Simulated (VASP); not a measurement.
# Ni (Im-3m) in VASP: further runs, part 2 of 2

VASP 6.6.1. The steps go on from the part before.

### 5 Single point, LDA, collinear spin, ferromagnetic start

This run uses another cell than the first one, of 10.39 Å³/atom, 1.043 times its volume.

File INCAR:

```
SYSTEM = Ni
ALGO = Normal ; EDIFF = 1E-6
ENCUT = 520 ; ISIF = 2
ISMEAR = -1 ; ISPIN = 2
LASPH = .True. ; LCHARG = .False.
LMAXMIX = 4 ; LORBIT = 11
LREAL = .False. ; LWAVE = .False.
MAGMOM = 1 ; NBANDS = 15
NELM = 150 ; PREC = Accurate
SIGMA = 0.05
```

File KPOINTS:

```
k-points
0
Gamma
  13 13 13
  0 0 0
```

File POSCAR:

```
Ni
1.0
   -1.3744285092      1.3744285092      1.3744285092
    1.3744285092     -1.3744285092      1.3744285092
    1.3744285092      1.3744285092     -1.3744285092
Ni
1
Direct
    0.0000000000      0.0000000000      0.0000000000
```

Potentials or basis: VASP PAW LDA potentials, release 64 (Ni).

Launch:

```sh
$ cat potpaw_LDA.64/Ni/POTCAR > POTCAR
$ mpirun -np 1 vasp_std > vasp.out
```

OUTCAR:

```text
SYSTEM = Ni
   EDIFF = 1E-6
   ENCUT = 520
   ISIF = 2
   ISMEAR = -1
   ISPIN = 2
   LASPH = .True.
   LORBIT = 11
   LREAL = .False.
   NELM = 150
   PREC = Accurate

 ion  position               nearest neighbor table
   1  0.000  0.000  0.000-

  LATTYP: Found a body centered cubic cell.
 ALAT       =     2.7488570184

  Lattice vectors:

 A1 = (  -1.3744285092,   1.3744285092,   1.3744285092)
 A2 = (   1.3744285092,  -1.3744285092,   1.3744285092)
 A3 = (   1.3744285092,   1.3744285092,  -1.3744285092)

Analysis of symmetry for initial positions (statically):
=====================================================================
 Subroutine PRICEL returns:
 Original cell was already a primitive cell.

 Routine SETGRP: Setting up the symmetry group for a
 body centered cubic supercell.

 Subroutine GETGRP returns: Found 48 space group operations
 (whereof 48 operations were pure point group operations)
 out of a pool of 48 trial point group operations.

The static configuration has the point symmetry O_h .

Analysis of symmetry for dynamics (positions and initial velocities):
=====================================================================
 Subroutine PRICEL returns:
 Original cell was already a primitive cell.

 Routine SETGRP: Setting up the symmetry group for a
 body centered cubic supercell.

 Subroutine GETGRP returns: Found 48 space group operations
 (whereof 48 operations were pure point group operations)
 out of a pool of 48 trial point group operations.

The dynamic configuration has the point symmetry O_h .

Analysis of structural, dynamic, and magnetic symmetry:
=====================================================================
 Subroutine PRICEL returns:
 Original cell was already a primitive cell.

 Routine SETGRP: Setting up the symmetry group for a
 body centered cubic supercell.

 Subroutine GETGRP returns: Found 48 space group operations
 (whereof 48 operations were pure point group operations)
 out of a pool of 48 trial point group operations.

The overall configuration has the point symmetry O_h .

 Subroutine INISYM returns: Found 48 space group operations
 (whereof 48 operations are pure point group operations),
 and found     1 'primitive' translations

----------------------------------------------------------------------------------------

                                     Primitive cell

  volume of cell :      10.3855

  direct lattice vectors                    reciprocal lattice vectors
    -1.374428509  1.374428509  1.374428509     0.000000000  0.363787565  0.363787565
     1.374428509 -1.374428509  1.374428509     0.363787565  0.000000000  0.363787565
     1.374428509  1.374428509 -1.374428509     0.363787565  0.363787565  0.000000000

  length of vectors
     2.380580009  2.380580009  2.380580009     0.514473308  0.514473308  0.514473308

  position of ions in fractional coordinates (direct lattice)
     0.000000000  0.000000000  0.000000000

  ion indices of the primitive-cell ions
   primitive index   ion index
                 1           1

----------------------------------------------------------------------------------------

 KPOINTS: k-points

Automatic generation of k-mesh.
 Grid dimensions read from file:
[... 67 lines left out ...]
   EDIFFG = 0.1E-04   stopping-criterion for IOM
   NSW    =      0    number of steps for IOM
   IBRION =     -1    ionic relax: 0-MD 1-quasi-New 2-CG
   NFREE  =      0    steps in history (QN), initial steepest desc. (CG)
   ISIF   =      2    stress and relaxation
   ISYM   =      2    0-nonsym 1-usesym 2-fastsym
   POTIM  = 0.5000    time-step for ionic-motion
   TEBEG  =    0.0;   TEEND  =   0.0 temperature during run
   PSTRESS=    0.0 pullay stress
   NELECT =      10.0000    total number of electrons
   NUPDOWN=      -1.0000    fix difference up-down
   EMIN   =  10.00;   EMAX   =-10.00  energy-range for DOS
   EFERMI =   0.00;   METHOD = LEGACY
   ISMEAR =    -1;   SIGMA  =   0.05  broadening in eV -4-tet -1-fermi 0-gaus
   EFERMI_NEDOS =   21; number of points for ismear=-14 and -15
   IALGO  =     38    algorithm
   IMIX   =      4    mixing-type and parameters
     AMIX     =   0.40;   BMIX     =  1.00
     AMIX_MAG =   1.60;   BMIX_MAG =  1.00
  volume/ion in A,a.u.               =      10.39        70.08
  Fermi-wavevector in a.u.,A,eV,Ry     =   1.616588  3.054908 35.556877  2.613357
  Thomas-Fermi vector in A             =   2.711150
   LORBIT       =     11    0 simple, 1 ext, 2 COOP (PROOUT), +10 PAW based schemes
   GGA     = CA    functional components
   LHFCALC =     F    Hartree Fock is set to
   AEXX    =    0.0000 exact exchange contribution
   IVDW    =     0    specifies the selected vdW correction
   LEPSILON=     F    determine dielectric tensor
   LRPA    =     F    only Hartree local field effects (RPA)
 spin polarized calculation
  energy-cutoff  :      520.00
  volume of cell :       10.39
 maximum number of plane-waves:       321
 NGX is ok and might be reduce to    18
   NGX =  9   NGY =  9   NGZ =  9

 number of electron      10.0000012 magnetization       0.2617577

 Free energy of the ion-electron system (eV)
  ---------------------------------------------------
  ext. energy  EPLUGINS =         0.00000000
  ---------------------------------------------------
  free energy    TOTEN  =        -6.47846665 eV

  energy without entropy =       -6.46324875  energy(sigma->0) =       -6.47085770

 E-fermi :   9.5527     XC(G=0): -13.8864

 val. band max:        9.5504260039   @ k =  -0.3077   0.4615   0.1538
 cond. band min:       9.5587622205   @ k =  -0.3846   0.3846   0.3077
 fundamental gap:      0.0083362166
 Fermi energy:         9.5526769612

 spin component 1

 k-point     1 :       0.0000    0.0000    0.0000
  band No.  band energies     occupation
      1       0.4088      1.00000
      2       7.3615      1.00000
      3       7.3615      1.00000
      4       7.3615      1.00000
      5       8.8597      1.00000
      6       8.8597      1.00000
      7      36.5759      0.00000
      8      36.5759      0.00000
      9      36.5759      0.00000
     10      41.8202      0.00000
     11      41.8202      0.00000
     12      43.0420      0.00000
     13      43.0420      0.00000
     14      43.0420      0.00000
[... 403 lines left out ...]
      4       8.7329      1.00000
      5       8.9461      0.99999
      6       9.5655      0.43600
      7      23.2267      0.00000
      8      27.8709      0.00000
      9      29.2975      0.00000
     10      38.1783      0.00000
     11      41.9042      0.00000
     12      44.6114      0.00000
     13      46.6235      0.00000
     14      50.2193      0.00000
     15      53.1601      0.00000

 [... further k-points ...]

 spin component 2

 k-point     1 :       0.0000    0.0000    0.0000
  band No.  band energies     occupation
      1       0.4328      1.00000
      2       7.6413      1.00000
      3       7.6413      1.00000
      4       7.6413      1.00000
      5       9.0788      0.99992
      6       9.0788      0.99992
      7      36.5752      0.00000
      8      36.5752      0.00000
      9      36.5752      0.00000
     10      41.8324      0.00000
     11      41.8324      0.00000
     12      43.1216      0.00000
     13      43.1216      0.00000
     14      43.1216      0.00000
[... 403 lines left out ...]
      4       8.9673      0.99999
      5       9.1702      0.99952
      6       9.8492      0.00265
      7      23.3146      0.00000
      8      27.9253      0.00000
      9      29.3690      0.00000
     10      38.2079      0.00000
     11      41.9641      0.00000
     12      44.6448      0.00000
     13      46.6707      0.00000
     14      50.2707      0.00000
     15      53.2553      0.00000

 [... further k-points ...]
[... 5 lines left out ...]
  --------------------------------------------------------------------------------------
  -------------------------------------------------------------------------------------
  Total       -0.4763296     -0.4763296     -0.4763296      0.0000000      0.0000000     -0.0000000
  in kB      -73.4838082    -73.4838082    -73.4838082      0.0000000      0.0000000     -0.0000000
  external PRESSURE =     -73.4838082 kB  Pullay stress =       0.0000000 kB

 VOLUME and BASIS-vectors are now :
 -----------------------------------------------------------------------------
  energy-cutoff  :      520.00
  volume of cell :       10.39
      direct lattice vectors                 reciprocal lattice vectors
    -1.374428509  1.374428509  1.374428509     0.000000000  0.363787565  0.363787565
     1.374428509 -1.374428509  1.374428509     0.363787565  0.000000000  0.363787565
     1.374428509  1.374428509 -1.374428509     0.363787565  0.363787565  0.000000000

 POSITION                                       TOTAL-FORCE (eV/Angst)
 -----------------------------------------------------------------------------------
      0.00000      0.00000      0.00000        -0.000000      0.000000     -0.000000
 -----------------------------------------------------------------------------------
    total drift:                                0.000000     -0.000000      0.000000

  FREE ENERGIE OF THE ION-ELECTRON SYSTEM (eV)
  ---------------------------------------------------
  free  energy   TOTEN  =        -6.4784666457 eV

  energy  without entropy=       -6.4632487523  energy(sigma->0) =       -6.47085770

 total charge

# of ion       s       p       d       tot
------------------------------------------
    1        0.512   0.527   8.372   9.411

 magnetization (x)

# of ion       s       p       d       tot
------------------------------------------
    1       -0.002  -0.005   0.269   0.261
```

OSZICAR:

```text
N       E                     dE             d eps       ncg     rms          rms(c)
DAV:   1     0.321341180990E+02    0.32134E+02   -0.41317E+03  5399   0.869E+02
DAV:   2    -0.613846710517E+01   -0.38273E+02   -0.35575E+02  5747   0.164E+02
DAV:   3    -0.750871773108E+01   -0.13703E+01   -0.13553E+01  6349   0.305E+01
DAV:   4    -0.751636489962E+01   -0.76472E-02   -0.76459E-02  6001   0.215E+00
DAV:   5    -0.751644164096E+01   -0.76741E-04   -0.76741E-04  6377   0.195E-01    0.105E+01
DAV:   6    -0.678301256721E+01    0.73343E+00   -0.12334E+01  7161   0.395E+01    0.546E+00
DAV:   7    -0.650011170724E+01    0.28290E+00   -0.20384E+00  6650   0.147E+01    0.207E+00
DAV:   8    -0.648027030311E+01    0.19841E-01   -0.34506E-02  6850   0.129E+00    0.854E-01
DAV:   9    -0.647827408495E+01    0.19962E-02   -0.87774E-04  8009   0.192E-01    0.247E-01
DAV:  10    -0.647797669928E+01    0.29739E-03   -0.15697E-04  7676   0.109E-01    0.111E-01
DAV:  11    -0.647804636930E+01   -0.69670E-04   -0.65110E-05  6865   0.758E-02    0.994E-02
DAV:  12    -0.647835309430E+01   -0.30673E-03   -0.11456E-03  7148   0.319E-01    0.669E-02
DAV:  13    -0.647846508249E+01   -0.11199E-03   -0.10677E-03  7301   0.317E-01    0.241E-02
DAV:  14    -0.647846178646E+01    0.32960E-05   -0.20414E-05  6697   0.512E-02    0.194E-02
DAV:  15    -0.647846673238E+01   -0.49459E-05   -0.33718E-05  7094   0.562E-02    0.291E-03
DAV:  16    -0.647846664569E+01    0.86692E-07   -0.16433E-07  3913   0.415E-03
   1 F= -.64784666E+01 E0= -.64708577E+01  d E =-.152179E-01  mag=     0.2585
```

stdout:

```text
POSCAR found type information on POSCAR Ni
 POSCAR found :  1 types and       1 ions
 scaLAPACK will be used
 LDA part: xc-table for (Slater(with rela. corr.)+CA(PZ))
 , standard interpolation
 POSCAR, INCAR and KPOINTS ok, starting setup
 FFT: planning ... GRIDC
 FFT: planning ... GRID_SOFT
 FFT: planning ... GRID
 WAVECAR not read
 entering main loop
```

Wall time 17 s (1 thread of AMD EPYC 9R45 (Zen 5), shared host); peak memory 0.1 GiB.

Results:

- Free energy: -6.4785 eV
- Pressure: -7.3 GPa
- Net moment: 0.26 μB per cell
- Site moments: Ni +0.26 μB
- Valence electrons inside the program's atomic spheres: Ni 9.41

### 6 Summary

```tsv
level	potentials or basis	cell	gap on the mesh (eV)	pressure (GPa)	moment (μB)
PBEsol	VASP PAW PBE potentials, release 64 (Ni)	a = 2.348 Å, angles 109.5°, 1 atom	none	12.1	0.49
LDA	VASP PAW LDA potentials, release 64 (Ni)	a = 2.364 Å, angles 109.5°, 1 atom	none	-2.9	0.20
PBEsol	VASP PAW PBE potentials, release 64 (Ni)	a = 2.364 Å, angles 109.5°, 1 atom	none	6.8	0.54
LDA	VASP PAW LDA potentials, release 64 (Ni)	a = 2.381 Å, angles 109.5°, 1 atom	none	-7.3	0.26
```

Alike in all rows: task single point; spin collinear, ferromagnetic start; k mesh 13 × 13 × 13; cutoff (eV) 520; smearing fermi-dirac 0.05 eV.

Caveats: the PAW data sets were made with another functional, which shifts forces and pressure a little (some runs).

Absolute energies hang on the potentials; compare differences alone.
